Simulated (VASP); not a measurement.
# Ba4Ti4O12F (a cell with a defect) in VASP: single point with PBE+D3(BJ)

Aim: the single point of Ba4Ti4O12F (a cell with a defect) with PBE+D3(BJ).

All numbers are computed with VASP 6.6.1; they aren't measurements. Logs are shortened: lines on timing, memory, paths and dates and some standing lists are left out, and cuts for length are marked.

## Step 1: The cell of the first run

The cell holds a defect, 21 atoms: a = 6.942 Å, b = 6.942 Å, c = 6.942 Å, α = 109.47°, β = 109.47°, γ = 109.47°.

## Step 2: Single point, PBE+D3(BJ)

Contents of INCAR:

```
PREC = Accurate
ENCUT = 520
EDIFF = 1E-6
ISMEAR = 0
SIGMA = 0.05
LREAL = Auto
LASPH = T
NELM = 100
ALGO = Normal
ISIF = 2
LWAVE = F
LCHARG = F
GGA = PE
IVDW = 12
NELECT = 168.0
NBANDS = 100
```

Contents of KPOINTS:

```
regular mesh
0
Gamma
  2 2 2
```

Contents of POSCAR:

```
Ba4Ti4O12F
1.0
   -4.0076820000      4.0076820000      4.0076820000
    4.0076820000     -4.0076820000      4.0076820000
    4.0076820000      4.0076820000     -4.0076820000
Ba Ti O F
4 4 12 1
Direct
    0.4744484468      0.5003647994      0.5272759915
    0.0193858944      0.0543790650      0.5290473396
    0.0049779399      0.5019816942     -0.0187684552
    0.4779099240     -0.0230109325     -0.0108904599
   -0.0138019933     -0.0092257819     -0.0030254396
    0.5094734313      0.5151613826      0.0395421842
    0.4719861755     -0.0000556431      0.4960018035
   -0.0525213827      0.4877421662      0.4408562106
    0.0206926348      0.2653775923      0.2800121117
    0.2560221844      0.0141165142      0.2657813170
    0.2762283784      0.2724431479      0.0335026581
    0.4872603415      0.7686243569      0.2520413296
    0.7427118719      0.3942240178      0.1363527595
    0.7720296920      0.7675244693      0.0339307111
    0.4896576126      0.2435688510      0.7300413306
    0.7590588525      0.0097920693      0.7694774685
    0.7535276002      0.2749608128      0.4967910378
    0.0229466809      0.7748016185      0.7935842964
    0.2864624738      0.5101127036      0.7916341666
    0.2319813548      0.7538060655      0.4974891970
    0.7552615203      0.6599284823      0.4155223643
```

Potentials or basis: VASP PAW PBE potentials, release 64 (Ba_sv, Ti_sv, O, F).

Started as:

```console
$ cat potpaw_PBE.64/Ba_sv/POTCAR potpaw_PBE.64/Ti_sv/POTCAR potpaw_PBE.64/O/POTCAR potpaw_PBE.64/F/POTCAR > POTCAR
$ mpirun -np 1 vasp_std > vasp.out
```

OUTCAR:

```text
PREC = Accurate
   ENCUT = 520
   EDIFF = 1E-6
   ISMEAR = 0
   LREAL = Auto
   LASPH = T
   NELM = 100
   ISIF = 2
   GGA = PE
   IVDW = 12
   NELECT = 168.0
 IVDW          = 12

 ion  position               nearest neighbor table
   1  0.474  0.500  0.527-  21 2.40   9 2.58  19 2.58  15 2.62  10 2.77  11 2.82  20 2.82  17 2.88
                            14 2.89  16 2.90  12 3.08  18 3.11   7 3.40   5 3.41   6 3.45   8 3.47
   2  0.019  0.054  0.529-  21 2.39  19 2.60   9 2.61  15 2.69  17 2.76  14 2.82  10 2.84  16 2.85
                            11 2.87  20 2.92  12 3.02  18 3.08   7 3.36   6 3.39   8 3.42   5 3.49
   3  0.005  0.502  0.981-  13 2.44  18 2.63  19 2.69  12 2.74  17 2.75  16 2.80  14 2.84  11 2.85
                            10 2.91  15 2.92  20 2.93   9 3.04   6 3.35   8 3.37   5 3.41   7 3.43
   4  0.478  0.977  0.989-  13 2.46  18 2.59  19 2.66  12 2.68  20 2.79  10 2.83  11 2.84  16 2.85
                            14 2.87  17 2.89  15 2.98   9 3.08   8 3.33   6 3.41   5 3.46   7 3.47
   5  0.986  0.991  0.997-  18 1.84  16 1.90  14 1.91  10 2.07   9 2.11  11 2.16   3 3.41   1 3.41
                             4 3.46   4 3.48   2 3.49   2 3.49   1 3.54   3 3.55
   6  0.509  0.515  0.040-  19 1.87  11 1.88  12 1.97  13 2.08  14 2.09  21 2.21  15 2.26   3 3.35
                             2 3.39   4 3.41   1 3.45   1 3.51   4 3.56   2 3.57   3 3.62
   7  0.472  1.000  0.496-  15 1.85  10 1.85  20 1.95  12 1.97  16 2.21  17 2.23   2 3.36   1 3.40
                             3 3.43   4 3.47   4 3.48   3 3.53   1 3.55   2 3.61
   8  0.947  0.488  0.441-  13 1.84  17 1.88   9 1.91  20 2.01  21 2.07  18 2.33   4 3.33   3 3.37
                             2 3.42   1 3.47   1 3.55   3 3.60   2 3.60   4 3.64
   9  0.021  0.265  0.280-   8 1.91   5 2.11   1 2.58   2 2.61   3 3.04   4 3.08
  10  0.256  0.014  0.266-   7 1.85   5 2.07   1 2.77   4 2.83   2 2.84   3 2.91
  11  0.276  0.272  0.034-   6 1.88   5 2.16   1 2.82   4 2.84   3 2.85   2 2.87
  12  0.487  0.769  0.252-   7 1.97   6 1.97   4 2.68   3 2.74   2 3.02   1 3.08
  13  0.743  0.394  0.136-   8 1.84   6 2.08   3 2.44   4 2.46
  14  0.772  0.768  0.034-   5 1.91   6 2.09   2 2.82   3 2.84   4 2.87   1 2.89
  15  0.490  0.244  0.730-   7 1.85   6 2.26   1 2.62   2 2.69   3 2.92   4 2.98
  16  0.759  0.010  0.769-   5 1.90   7 2.21   3 2.80   4 2.85   2 2.85   1 2.90
  17  0.754  0.275  0.497-   8 1.88   7 2.23   3 2.75   2 2.76   1 2.88   4 2.89
  18  0.023  0.775  0.794-   5 1.84   8 2.33   4 2.59   3 2.63   2 3.08   1 3.11
  19  0.286  0.510  0.792-   6 1.87   1 2.58   2 2.60   4 2.66   3 2.69
  20  0.232  0.754  0.497-   7 1.95   8 2.01   4 2.79   1 2.82   2 2.92   3 2.93
  21  0.755  0.660  0.416-   8 2.07   6 2.21   2 2.39   1 2.40

  LATTYP: Found a body centered cubic cell.
 ALAT       =     8.0153640000

  Lattice vectors:

 A1 = (  -4.0076820000,   4.0076820000,   4.0076820000)
 A2 = (   4.0076820000,  -4.0076820000,   4.0076820000)
 A3 = (   4.0076820000,   4.0076820000,  -4.0076820000)

Analysis of symmetry for initial positions (statically):
=====================================================================
[... 162 lines left out ...]
   IALGO  =     38    algorithm
   IMIX   =      4    mixing-type and parameters
     AMIX     =   0.40;   BMIX     =  1.00
     AMIX_MAG =   1.60;   BMIX_MAG =  1.00
  volume/ion in A,a.u.               =      12.26        82.74
  Fermi-wavevector in a.u.,A,eV,Ry     =   1.419923  2.683265 27.431797  2.016180
  Thomas-Fermi vector in A             =   2.540892
   LORBIT       =      0    0 simple, 1 ext, 2 COOP (PROOUT), +10 PAW based schemes
   GGA     = PE    functional components
   LHFCALC =     F    Hartree Fock is set to
   AEXX    =    0.0000 exact exchange contribution
   IVDW    =    12    specifies the selected vdW correction
   LEPSILON=     F    determine dielectric tensor
   LRPA    =     F    only Hartree local field effects (RPA)
 non-spin polarized calculation
 Gauss-broadening in eV      SIGMA  =   0.05
  energy-cutoff  :      520.00
  volume of cell :      257.48
 maximum number of plane-waves:      6986
 NGX is ok and might be reduce to    54
   NGX = 25   NGY = 25   NGZ = 25

 number of electron     168.0000010 magnetization

 Free energy of the ion-electron system (eV)
  ---------------------------------------------------
  ext. energy  EPLUGINS =         0.00000000
  ---------------------------------------------------
  free energy    TOTEN  =      -155.55051449 eV

  energy without entropy =     -155.55051449  energy(sigma->0) =     -155.55051449

 E-fermi :   4.4831     XC(G=0): -11.4272

 val. band max:        4.1819744476   @ k =   0.5000   0.5000   0.5000
 cond. band min:       6.3692654578   @ k =   0.5000   0.5000   0.5000
 fundamental gap:      2.1872910103
 Fermi energy:         4.4830782431

 k-point     1 :       0.0000    0.0000    0.0000
  band No.  band energies     occupation
      1     -52.3722      2.00000
      2     -52.3655      2.00000
      3     -52.3263      2.00000
      4     -52.2707      2.00000
      5     -28.7490      2.00000
      6     -28.6971      2.00000
[... 781 lines left out ...]
     95       8.2673      0.00000
     96       8.3156      0.00000
 [bands above 96 left out]

------------------------ aborting loop because EDIFF is reached ----------------------------------------

 Edisp (eV)   -5.48264

 E8    (eV) :    -2.4724

  FORCE on cell =-STRESS in cart. coord.  units (eV):
  Direction    XX          YY          ZZ          XY          YZ          ZX
  --------------------------------------------------------------------------------------
  -------------------------------------------------------------------------------------
  Total      27.97532    24.65030    25.75338     1.61799     0.31202     0.10982
  in kB     174.07878   153.38856   160.25259    10.06810     1.94156     0.68338
  external pressure =      162.57 kB  Pullay stress =        0.00 kB

 VOLUME and BASIS-vectors are now :
 -----------------------------------------------------------------------------
  energy-cutoff  :      520.00
  volume of cell :      257.48
      direct lattice vectors                 reciprocal lattice vectors
    -4.007682000  4.007682000  4.007682000     0.000000000  0.124760398  0.124760398
     4.007682000 -4.007682000  4.007682000     0.124760398  0.000000000  0.124760398
     4.007682000  4.007682000 -4.007682000     0.124760398  0.124760398  0.000000000

 POSITION                                       TOTAL-FORCE (eV/Angst)
 -----------------------------------------------------------------------------------
      2.21702      2.00929      1.79359        -0.006442      0.004605      0.057598
      2.26049      1.98001     -1.82463        -0.016737      0.018044     -0.007704
      5.92430      1.94063     -1.90073        -0.032214      0.026453      0.058881
      5.96419      1.96389      1.86674        -0.042335      0.020351     -0.031339
      4.01390      3.97722      3.92752         0.046981      0.019879      0.025015
      0.18127      0.13568      3.94794        -0.017600      0.056872      0.045593
[... 13 lines left out ...]
      4.08509     -0.09753      1.95694         0.000087     -0.011405      0.015924
      1.28322      2.04735      4.00635        -0.127614      0.011395      0.002384
 -----------------------------------------------------------------------------------
    total drift:                                0.013350     -0.011493      0.001115

  FREE ENERGIE OF THE ION-ELECTRON SYSTEM (eV)
  ---------------------------------------------------
  free  energy   TOTEN  =      -161.0331519676 eV

  energy  without entropy=     -161.0331519676  energy(sigma->0) =     -161.03315197
```

OSZICAR:

```text
N       E                     dE             d eps       ncg     rms          rms(c)
DAV:   1     0.229449348690E+04    0.22945E+04   -0.83306E+04  1600   0.184E+03
DAV:   2     0.252138344448E+03   -0.20424E+04   -0.19311E+04  1680   0.531E+02
DAV:   3    -0.171041877842E+03   -0.42318E+03   -0.41174E+03  1996   0.222E+02
[... 10 lines left out ...]
DAV:  14    -0.155550493437E+03    0.41231E-04   -0.59500E-04  2240   0.109E-01    0.317E-02
DAV:  15    -0.155550510162E+03   -0.16725E-04   -0.98196E-05  2232   0.515E-02    0.174E-02
DAV:  16    -0.155550512395E+03   -0.22333E-05   -0.23553E-05  2208   0.222E-02    0.812E-03
DAV:  17    -0.155550513534E+03   -0.11390E-05   -0.27517E-06  1296   0.101E-02    0.514E-03
DAV:  18    -0.155550514648E+03   -0.11135E-05   -0.27011E-06  1232   0.819E-03    0.288E-03
DAV:  19    -0.155550514489E+03    0.15870E-06   -0.56210E-07   920   0.405E-03
   1 F= -.16103315E+03 E0= -.16103315E+03  d E =-.627253E-18
```

stdout:

```text
POSCAR found type information on POSCAR BaTiO F
 POSCAR found :  4 types and      21 ions
 scaLAPACK will be used
 LDA part: xc-table for (Slater+PW92), standard interpolation
 POSCAR, INCAR and KPOINTS ok, starting setup
 FFT: planning ... GRIDC
 FFT: planning ... GRID_SOFT
 FFT: planning ... GRID
 WAVECAR not read
 entering main loop
 the old and the new charge density differ
 old charge density:   167.00000 new  168.00000
    0.496E+01
```

Run time: 16 min. Hardware: 1 thread of AMD EPYC 7R43 (Zen 3), shared host; peak memory 0.41 GiB.

Results:

```
Free energy                : -161.0332 eV
Largest force              : 0.202 eV/Å
Dispersion energy per atom : -0.261 eV
```

Forces in eV/Å, atoms in the order of the input:
```
Ba  -0.006  0.005  0.058
Ba  -0.017  0.018 -0.008
Ba  -0.032  0.026  0.059
Ba  -0.042  0.020 -0.031
Ti   0.047  0.020  0.025
Ti  -0.018  0.057  0.046
Ti  -0.034  0.063  0.018
Ti   0.047  0.000  0.035
O   -0.058 -0.097 -0.006
O   -0.016 -0.049 -0.008
O   -0.001 -0.002 -0.075
O    0.023  0.064 -0.010
O    0.198 -0.039 -0.007
O   -0.002 -0.002 -0.016
O    0.041  0.086 -0.011
O   -0.008 -0.044 -0.010
O    0.009 -0.011 -0.077
O   -0.042 -0.117 -0.004
O    0.039  0.005  0.005
O    0.000 -0.011  0.016
F   -0.128  0.011  0.002
```

Caveat: the k points lie up to 0.55 Å⁻¹ apart; the cell carries a net charge on a neutralising background, which shifts energy and pressure; the cell is charged against a uniform background, so pressure and absolute levels hang on convention; spin-orbit coupling is left out, which moves the levels of the heavy elements.
